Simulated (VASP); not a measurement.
Here is a VASP 6.6.1 calculation.

INCAR

```
SYSTEM = PtC
PREC = Accurate
ENCUT = 520
EDIFF = 1E-6
ISMEAR = -1
SIGMA = 0.05
LREAL = .False.
LASPH = .True.
NELM = 80
ALGO = Normal
ISIF = 2
LWAVE = .False.
LCHARG = .True.
GGA = PS
LELF = .True.
LVHAR = .True.
NBANDS = 14
```

Contents of KPOINTS:

```
Automatic mesh
0
Gamma
  14 14 14
  0 0 0
```

File POSCAR:

```
PtC
1.0
    2.6560040483      0.0000000000      0.0000000000
    0.0000000000      2.6560040483      0.0000000000
    0.0000000000      0.0000000000      2.6560040483
Pt C
1 1
Direct
    0.0000000000      0.0000000000      0.0000000000
    0.5000000000      0.5000000000      0.5000000000
```

Potentials or basis: VASP PAW PBE potentials, release 64 (Pt, C).

The run is started by

```sh
$ cat potpaw_PBE.64/Pt/POTCAR potpaw_PBE.64/C/POTCAR > POTCAR
$ mpirun -np 1 vasp_std > vasp.out
```

Question: Estimate the pressure.

Answer: 46.6 GPa.

Question: Predict the band gap on the k mesh.

Answer: Zero (band 7 reaches 18.27 eV, above the bottom of band 8 at 13.00 eV).

Caveat: the PAW data sets were made with another functional, which shifts forces and pressure a little; spin-orbit coupling is left out, which moves the levels of the heavy elements.
